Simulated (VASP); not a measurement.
# BaTiO3 (Cm) in VASP: single point with PBE

Aim: the single point of BaTiO3 with PBE.

All numbers are computed with VASP 6.6.1; they aren't measurements. Logs are shortened: lines on timing, memory, paths and dates and some standing lists are left out, and cuts for length are marked.

### 1 The cell of the first run

The typed cell holds 5 atoms: a = 4.058 Å, b = 4.058 Å, c = 4.065 Å, α = 89.69°, β = 89.69°, γ = 89.70°.

### 2 Single point, PBE

INCAR reads:

```
SYSTEM = BaTiO3
PREC = Accurate ; ENCUT = 600
EDIFF = 1E-6 ; ISMEAR = 0
SIGMA = 0.02 ; LREAL = .False.
LASPH = .True. ; NELM = 120
ALGO = Normal ; ISIF = 2
LWAVE = .False. ; LCHARG = .False.
GGA = PE ; NBANDS = 28
GGA_COMPAT = .False.
```

KPOINTS reads:

```
Automatic mesh
0
Gamma
  8 8 8
  0 0 0
```

POSCAR reads:

```
BaTiO3
1.0
    4.0575683542      0.0161078231      0.0102039975
    0.0046693995      4.0572525001      0.0520695441
    0.0119156773     -0.0301679617      4.0649896054
Ba Ti O
1 1 3
Direct
    0.0004380624     -0.0206701773     -0.0076755649
    0.4863240027      0.4652148694      0.4778213669
    0.5166522080      0.4955413241      0.0204547147
    0.0272788024      0.4958171962      0.5094440745
    0.5169294691      0.0061642289      0.5094450739
```

Potentials or basis: VASP PAW PBE potentials, release 64 (Ba_sv, Ti_sv, O).

On the command line:

```sh
$ cat potpaw_PBE.64/Ba_sv/POTCAR potpaw_PBE.64/Ti_sv/POTCAR potpaw_PBE.64/O/POTCAR > POTCAR
$ mpirun -np 1 vasp_std > vasp.out
```

OUTCAR:

```text
SYSTEM = BaTiO3
   PREC = Accurate
   ENCUT = 600
   EDIFF = 1E-6
   ISMEAR = 0
   LREAL = .False.
   LASPH = .True.
   NELM = 120
   ISIF = 2
   GGA = PE

 ion  position               nearest neighbor table
   1  0.000  0.979  0.992-   5 2.78   4 2.78   3 2.78   3 2.87   3 2.87   4 2.87   5 2.87   5 2.87
                             4 2.87   3 2.97   4 2.98   5 2.98   2 3.43   2 3.48   2 3.48   2 3.48
   2  0.486  0.465  0.478-   3 1.87   4 1.87   5 1.87   5 2.20   4 2.20   3 2.21   1 3.43   1 3.48
                             1 3.48   1 3.48   1 3.54   1 3.55   1 3.55   1 3.64
   3  0.517  0.496  0.020-   2 1.87   2 2.21   1 2.78   1 2.87   1 2.87   1 2.97
   4  0.027  0.496  0.509-   2 1.87   2 2.20   1 2.78   1 2.87   1 2.87   1 2.98
   5  0.517  0.006  0.509-   2 1.87   2 2.20   1 2.78   1 2.87   1 2.87   1 2.98

  LATTYP: Found a base centered monoclinic cell.
 ALAT       =     5.7530789917
 B/A-ratio  =     0.9948607173
 C/A-ratio  =     0.7065988522
 COS(beta)  =    -0.0076393300

  Lattice vectors:

 A1 = (  -4.0575683542,  -0.0161078231,  -0.0102039975)
 A2 = (  -0.0046693995,  -4.0572525001,  -0.0520695441)
 A3 = (   0.0119156773,  -0.0301679617,   4.0649896054)

Analysis of symmetry for initial positions (statically):
=====================================================================
 Subroutine PRICEL returns:
 Original cell was already a primitive cell.

 Routine SETGRP: Setting up the symmetry group for a
 base centered monoclinic supercell.

 Subroutine GETGRP returns: Found  2 space group operations
 (whereof  1 operations were pure point group operations)
 out of a pool of  4 trial point group operations.

The static configuration has the point symmetry C_1 .
 The point group associated with its full space group is C_1h.

Analysis of symmetry for dynamics (positions and initial velocities):
=====================================================================
 Subroutine PRICEL returns:
 Original cell was already a primitive cell.

 Routine SETGRP: Setting up the symmetry group for a
 base centered monoclinic supercell.

 Subroutine GETGRP returns: Found  2 space group operations
 (whereof  1 operations were pure point group operations)
 out of a pool of  4 trial point group operations.

The dynamic configuration has the point symmetry C_1 .
 The point group associated with its full space group is C_1h.

 Subroutine INISYM returns: Found  2 space group operations
 (whereof  1 operations are pure point group operations),
 and found     1 'primitive' translations

----------------------------------------------------------------------------------------

                                     Primitive cell

  volume of cell :      66.9258

  direct lattice vectors                    reciprocal lattice vectors
     4.057568354  0.016107823  0.010203998     0.246455937 -0.000274343 -0.000724471
     0.004669400  4.057252500  0.052069544    -0.000982969  0.246449834  0.001831887
     0.011915677 -0.030167962  4.064989605    -0.000606066 -0.003156153  0.245981443

  length of vectors
     4.057613157  4.057589295  4.065119012     0.246457155  0.246458602  0.246002436

  position of ions in fractional coordinates (direct lattice)
     0.000438062  0.979329823  0.992324435
     0.486324003  0.465214869  0.477821367
     0.516652208  0.495541324  0.020454715
     0.027278802  0.495817196  0.509444075
     0.516929469  0.006164229  0.509445074

  ion indices of the primitive-cell ions
   primitive index   ion index
                 1           1
                 2           2
                 3           3
                 4           4
                 5           5

----------------------------------------------------------------------------------------

 KPOINTS: Automatic mesh

Automatic generation of k-mesh.
 Grid dimensions read from file:
 generate k-points for:    8    8    8

 Generating k-lattice:

  Cartesian coordinates                     Fractional coordinates (reciprocal lattice)
     0.030806992 -0.000034293 -0.000090559     0.125000000  0.000000000  0.000000000
    -0.000122871  0.030806229  0.000228986     0.000000000  0.125000000  0.000000000
    -0.000075758 -0.000394519  0.030747680     0.000000000  0.000000000  0.125000000

  Length of vectors
     0.030807144  0.030807325  0.030750305

  Shift w.r.t. Gamma in fractional coordinates (k-lattice)
     0.000000000  0.000000000  0.000000000

 Subroutine IBZKPT returns following result:
 ===========================================

 Found    150 irreducible k-points:

 Following reciprocal coordinates:
            Coordinates               Weight
  0.000000  0.000000  0.000000      1.000000
  0.125000  0.000000  0.000000      4.000000
  0.250000  0.000000  0.000000      4.000000
  0.375000  0.000000  0.000000      4.000000
  0.500000  0.000000  0.000000      2.000000
  0.125000  0.125000 -0.000000      2.000000
[... 16 lines left out ...]
  0.125000  0.000000  0.125000      4.000000
  0.250000  0.000000  0.125000      4.000000
 [... further k-points ...]
   k-points           NKPTS =    150   k-points in BZ     NKDIM =    150   number of bands    NBANDS=     28
   number of dos      NEDOS =    301   number of ions     NIONS =      5
   total plane-waves  NPLWV =  32768
   dimension x,y,z NGX =    32 NGY =   32 NGZ =   32
   dimension x,y,z NGXF=    64 NGYF=   64 NGZF=   64
   ions per type =               1   1   3
   NGX,Y,Z   is equivalent  to a cutoff of  13.11, 13.11, 13.09 a.u.
   NGXF,Y,Z  is equivalent  to a cutoff of  26.22, 26.22, 26.17 a.u.
 SYSTEM =  BaTiO3
   PREC   = accura    normal or accurate (medium, high low for compatibility)
   ISTART =      0    job   : 0-new  1-cont  2-samecut
   ICHARG =      2    charge: 1-file 2-atom 10-const
   ISPIN  =      1    spin polarized calculation?
   LNONCOLLINEAR =      F non collinear calculations
   LSORBIT =      F    spin-orbit coupling
   LASPH  =      T    aspherical Exc in radial PAW
   ENCUT  =  600.0 eV  44.10 Ry    6.64 a.u.   8.10  8.10  8.12*2*pi/ulx,y,z
   NELM   =    120;   NELMIN=  2; NELMDL= -5     # of ELM steps
   EDIFF  = 0.1E-05   stopping-criterion for ELM
   LREAL  =      F    real-space projection
   EDIFFG = 0.1E-04   stopping-criterion for IOM
   NSW    =      0    number of steps for IOM
   IBRION =     -1    ionic relax: 0-MD 1-quasi-New 2-CG
   NFREE  =      0    steps in history (QN), initial steepest desc. (CG)
   ISIF   =      2    stress and relaxation
   ISYM   =      2    0-nonsym 1-usesym 2-fastsym
   POTIM  = 0.5000    time-step for ionic-motion
   TEBEG  =    0.0;   TEEND  =   0.0 temperature during run
   PSTRESS=    0.0 pullay stress
   NELECT =      40.0000    total number of electrons
   NUPDOWN=      -1.0000    fix difference up-down
   EMIN   =  10.00;   EMAX   =-10.00  energy-range for DOS
   EFERMI =   0.00;   METHOD = LEGACY
   ISMEAR =     0;   SIGMA  =   0.02  broadening in eV -4-tet -1-fermi 0-gaus
   EFERMI_NEDOS =   21; number of points for ismear=-14 and -15
   IALGO  =     38    algorithm
   IMIX   =      4    mixing-type and parameters
     AMIX     =   0.40;   BMIX     =  1.00
     AMIX_MAG =   1.60;   BMIX_MAG =  1.00
  volume/ion in A,a.u.               =      13.39        90.33
  Fermi-wavevector in a.u.,A,eV,Ry     =   1.378998  2.605928 25.873322  1.901636
  Thomas-Fermi vector in A             =   2.504008
   LORBIT       =      0    0 simple, 1 ext, 2 COOP (PROOUT), +10 PAW based schemes
   GGA     = PE    functional components
   LHFCALC =     F    Hartree Fock is set to
   AEXX    =    0.0000 exact exchange contribution
   IVDW    =     0    specifies the selected vdW correction
   LEPSILON=     F    determine dielectric tensor
   LRPA    =     F    only Hartree local field effects (RPA)
 non-spin polarized calculation
 Gauss-broadening in eV      SIGMA  =   0.02
  energy-cutoff  :      600.00
  volume of cell :       66.93
 maximum number of plane-waves:      2272
   NGX = 17   NGY = 17   NGZ = 17

 number of electron      39.9999995 magnetization

 Free energy of the ion-electron system (eV)
  ---------------------------------------------------
  ext. energy  EPLUGINS =         0.00000000
  ---------------------------------------------------
  free energy    TOTEN  =       -40.06228149 eV

  energy without entropy =      -40.06228149  energy(sigma->0) =      -40.06228149

 E-fermi :   3.7050     XC(G=0): -11.0062

 val. band max:        3.4263087584   @ k =   0.5000   0.5000   0.5000
 cond. band min:       6.0045212114   @ k =   0.0000   0.0000   0.0000
 fundamental gap:      2.5782124530
 Fermi energy:         3.7049736448

 k-point     1 :       0.0000    0.0000    0.0000
  band No.  band energies     occupation
      1     -52.8645      2.00000
      2     -29.1224      2.00000
      3     -29.1183      2.00000
      4     -29.1171      2.00000
      5     -21.4712      2.00000
      6     -13.2803      2.00000
[... 20 lines left out ...]
     27       8.4999      0.00000
     28      10.3390      0.00000

 k-point     2 :       0.1250    0.0000    0.0000
  band No.  band energies     occupation
      1     -52.8644      2.00000
      2     -29.1247      2.00000
      3     -29.1217      2.00000
      4     -29.1174      2.00000
      5     -21.4576      2.00000
      6     -13.2829      2.00000
[... 20 lines left out ...]
     27       8.7772      0.00000
     28      10.7066      0.00000

 k-point     3 :       0.2500    0.0000    0.0000
  band No.  band energies     occupation
      1     -52.8641      2.00000
      2     -29.1399      2.00000
      3     -29.1214      2.00000
      4     -29.1169      2.00000
      5     -21.4244      2.00000
      6     -13.3249      2.00000
[... 616 lines left out ...]
      3     -29.1239      2.00000
      4     -29.1172      2.00000
      5     -21.4450      2.00000
      6     -13.2737      2.00000
[... 20 lines left out ...]
     27       9.0612      0.00000
     28      10.9511      0.00000

 k-point    24 :       0.2500    0.0000    0.1250
  band No.  band energies     occupation
      1     -52.8640      2.00000
      2     -29.1395      2.00000
      3     -29.1275      2.00000
      4     -29.1167      2.00000
      5     -21.4136      2.00000
      6     -13.2882      2.00000
[... 20 lines left out ...]
     27       9.7982      0.00000
     28      11.6062      0.00000

 [... further k-points ...]

------------------------ aborting loop because EDIFF is reached ----------------------------------------

  FORCE on cell =-STRESS in cart. coord.  units (eV):
  Direction    XX          YY          ZZ          XY          YZ          ZX
  --------------------------------------------------------------------------------------
  -------------------------------------------------------------------------------------
  Total        0.5891169      0.5893149      0.5776697     -0.0122449     -0.0132290     -0.0134360
  in kB       14.1032276     14.1079671     13.8291869     -0.2931375     -0.3166967     -0.3216523
  external PRESSURE =      14.0134605 kB  Pullay stress =       0.0000000 kB

 VOLUME and BASIS-vectors are now :
 -----------------------------------------------------------------------------
  energy-cutoff  :      600.00
  volume of cell :       66.93
      direct lattice vectors                 reciprocal lattice vectors
     4.057568354  0.016107823  0.010203998     0.246455937 -0.000274343 -0.000724471
     0.004669400  4.057252500  0.052069544    -0.000982969  0.246449834  0.001831887
     0.011915677 -0.030167962  4.064989605    -0.000606066 -0.003156153  0.245981443

 POSITION                                       TOTAL-FORCE (eV/Angst)
 -----------------------------------------------------------------------------------
      0.01817      3.94346      4.08479         0.024997      0.024794      0.026619
      1.98116      1.88091      1.97152         0.048237      0.047843      0.051459
      2.09891      2.01824      0.11422        -0.011295     -0.010774     -0.053388
      0.11907      1.99673      2.09698        -0.050644     -0.011314     -0.012142
      2.10358      0.01797      2.07648        -0.011295     -0.050549     -0.012548
 -----------------------------------------------------------------------------------
    total drift:                               -0.032346      0.031610      0.000161

  FREE ENERGIE OF THE ION-ELECTRON SYSTEM (eV)
  ---------------------------------------------------
  free  energy   TOTEN  =       -40.0622814891 eV

  energy  without entropy=      -40.0622814891  energy(sigma->0) =      -40.06228149
```

It took 7.6 min on 1 thread of Oxide Virtual Turin-like, shared host; peak memory 0.4 GiB.

Results:

```yaml
Free_energy: -40.0623 eV
Pressure: 1.4 GPa
Largest_force: 0.085 eV/Å
Band_gap_on_the_k_mesh: 2.58 eV (least direct gap 3.09 eV)
```

Forces in eV/Å, atoms in the order of the input:
```
Ba   0.025  0.025  0.027
Ti   0.048  0.048  0.051
O   -0.011 -0.011 -0.053
O   -0.051 -0.011 -0.012
O   -0.011 -0.051 -0.013
```

Caveat: spin-orbit coupling is left out, which moves the levels of the heavy elements. A k mesh can miss the band edges.
